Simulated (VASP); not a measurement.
A run of VASP 6.6.1 is set up as follows.

The input INCAR:

```
ALGO = Normal
EDIFF = 1E-6
ENCUT = 520
GGA = PE
ISIF = 2
ISMEAR = 0
LASPH = True
LCHARG = True
LELF = True
LREAL = False
LVHAR = True
LWAVE = False
NBANDS = 16
NELM = 60
PREC = Accurate
SIGMA = 0.02
```

KPOINTS

```
k-points
0
Gamma
  12 12 6
```

The input POSCAR:

```
SiC
1.0
    3.1221096392      0.0000000000      0.0000000000
   -1.5610548196      2.7038262609      0.0000000000
    0.0000000000      0.0000000000      5.1256210613
Si C
2 2
Direct
    0.3333333333      0.6666666667      0.0046000223
    0.6666666667      0.3333333333      0.5046000223
    0.3333333333      0.6666666667      0.3803999777
    0.6666666667      0.3333333333      0.8803999777
```

Potentials or basis: VASP PAW PBE potentials, release 64 (Si, C).

Command:

```bash
$ cat potpaw_PBE.64/Si/POTCAR potpaw_PBE.64/C/POTCAR > POTCAR
$ mpirun -np 1 vasp_std > vasp.out
```

(1) Predict the band gap on the k mesh.

(2) Predict the pressure.

Answers

(1) 2.35 eV (least direct gap 3.89 eV).

(2) -6.0 GPa.

Caveat: the cell stands under tension.
